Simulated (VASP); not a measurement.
Set up this calculation in VASP 6.6.1, as the native input.

- Task: single point
- Functional: PBE
- Dispersion: D4
- Potentials or basis: VASP PAW PBE potentials, release 64 (Cs_sv, I, Sn_d)
- Cutoff: 520 eV
- k mesh: 5 × 5 × 5
- Occupations: fermi-dirac, width 0.05 eV
- Spin: no spin polarisation
- Dipole correction: no
- Further INCAR settings: ALGO = Normal; EDIFF = 1e-07; NBANDS = 30

The structure of CsSnI3 lies in POSCAR:

```
CsSnI3
1.0
    6.1640952484      0.0000000000      0.0000000000
    0.0000000000      6.1640952484      0.0000000000
    0.0000000000      0.0000000000      6.1640952484
Cs I Sn
1 3 1
Direct
    0.0000000000      0.0000000000      0.0000000000
    0.5000000000      0.5000000000      0.0000000000
    0.5000000000      0.0000000000      0.5000000000
    0.0000000000      0.5000000000      0.5000000000
    0.5000000000      0.5000000000      0.5000000000
```

These files were run (other wordings do the same):

INCAR

```
SYSTEM = CsSnI3
PREC     = Accurate       ! precision mode
ENCUT    = 520            ! plane-wave cutoff, eV
EDIFF    = 1E-7           ! SCF threshold, eV
ISMEAR   = -1             ! smearing method
SIGMA    = 0.05           ! smearing width, eV
LREAL    = .FALSE.        ! projectors in reciprocal space
LASPH    = .TRUE.         ! aspherical terms in the spheres
NELM     = 60             ! most SCF steps
ALGO     = Normal         ! electronic algorithm
ISIF     = 2              ! what is computed and relaxed
LWAVE    = .FALSE.        ! write WAVECAR
LCHARG   = .FALSE.        ! write CHGCAR
GGA      = PE             ! functional
IVDW     = 13             ! dispersion correction
NBANDS   = 30             ! bands
```

KPOINTS

```
regular mesh
0
G
  5 5 5
  0 0 0
```

Potentials or basis: VASP PAW PBE potentials, release 64 (Cs_sv, I, Sn_d).

The run is started by

```bash
$ cat potpaw_PBE.64/Cs_sv/POTCAR potpaw_PBE.64/I/POTCAR potpaw_PBE.64/Sn_d/POTCAR > POTCAR
$ mpirun -np 1 vasp_std > vasp.out
```

It gave:

- Pressure: 0.0 GPa
- Band gap on the k mesh: 1.73 eV, direct
- Dispersion energy per atom: -0.268 eV

Caveat: spin-orbit coupling is left out, which moves the levels of the heavy elements.

Run time: 85 s on 1 thread of Oxide Virtual Turin-like Processor (shared host), peak memory 0.32 GiB.
